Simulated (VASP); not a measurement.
**Pt: relaxation of cell and atoms with PBE**

Pt:

```
Pt
1.0
     2.37057    0.00000    0.00000
    -1.18529    2.05297    0.00000
     0.00000    0.00000    3.97684
Pt
2
Direct
  0.33333 0.66667 0.25000
  0.66667 0.33333 0.75000
```

This isn't the form of Pt at room conditions, which is fcc.

| Item | Value |
| --- | --- |
| Program | VASP 6.6.1 |
| Task | relaxation of cell and atoms |
| Functional | PBE |
| Potentials or basis | VASP PAW PBE potentials, release 64 (Pt) |
| Cutoff | 600 eV |
| k mesh | 18 × 18 × 10 |
| Occupations | fermi-dirac, width 0.08 eV |
| Spin | no spin polarisation |
| Target pressure | 420 GPa |
| Dipole correction | no |
| Further INCAR settings | ALGO = Normal; EDIFF = 1e-06; IBRION = 2; EDIFFG = -0.005; NSW = 32; ISIF = 3 |

```
Relaxed volume                                             : 9.70 Å³/atom
Relaxed cell                                               : a = 2.372 Å, b = 2.372 Å, c = 3.980 Å, α = 90.00°, β = 90.00°, γ = 120.00°
Space group after relaxing (to 0.1 Å)                      : P6_3/mmc (No. 194)
Energy change on relaxing (the run minimises the enthalpy) : -52.1 meV/atom
Ionic steps                                                : 6
Pressure after relaxing                                    : 420.0 GPa
Band gap on the k mesh                                     : zero (bands 10 and 11 overlap by 2.90 eV)
```

The path:
```tsv
step	energy change (eV)	largest force (eV/Å)	pressure (GPa)	volume (Å³)
1	0.0000	0.0000	423.94	19.35
2	-1.6489	0.0000	361.65	20.03
3	-0.1062	0.0000	419.96	19.39
4	-0.1041	0.0000	420.01	19.39
5	-0.1042	0.0000	420.04	19.39
6	-0.1041	0.0000	420.03	19.39
```

Final structure:
```cif
data_structure
_symmetry_space_group_name_H-M 'P 1'
_symmetry_Int_Tables_number 1
_cell_length_a 2.3720
_cell_length_b 2.3720
_cell_length_c 3.9801
_cell_angle_alpha 90.000
_cell_angle_beta 90.000
_cell_angle_gamma 120.000
_cell_volume 19.39
loop_
_atom_site_label
_atom_site_type_symbol
_atom_site_fract_x
_atom_site_fract_y
_atom_site_fract_z
_atom_site_occupancy
Pt1 Pt 0.33333 0.66667 0.25000 1
Pt2 Pt 0.66667 0.33333 0.75000 1
```

Levels at points of the mesh, in eV from the Fermi level:
```
           k point  band 8  band 9  band 10  band 11  band 12  band 13
(0.00, 0.00, 0.00)   -4.53   -4.53    -2.48    -0.66    -0.66     9.43
(0.50, 0.00, 0.00)    0.40    0.49     1.09     3.83     5.91    10.46
(0.00, 0.00, 0.50)   -7.49   -1.80    -1.80    -1.80    -1.80    12.11
(0.50, 0.00, 0.50)   -2.45    0.83     0.83     2.13     2.13    10.68
```

It took 83 s on 1 thread of AMD EPYC 9R45 (Zen 5) (shared host), peak memory 0.16 GiB.

Caveat: the cell is relaxed towards a set pressure, so the run minimises the enthalpy, not the energy; spin-orbit coupling is left out, which moves the levels of the heavy elements.
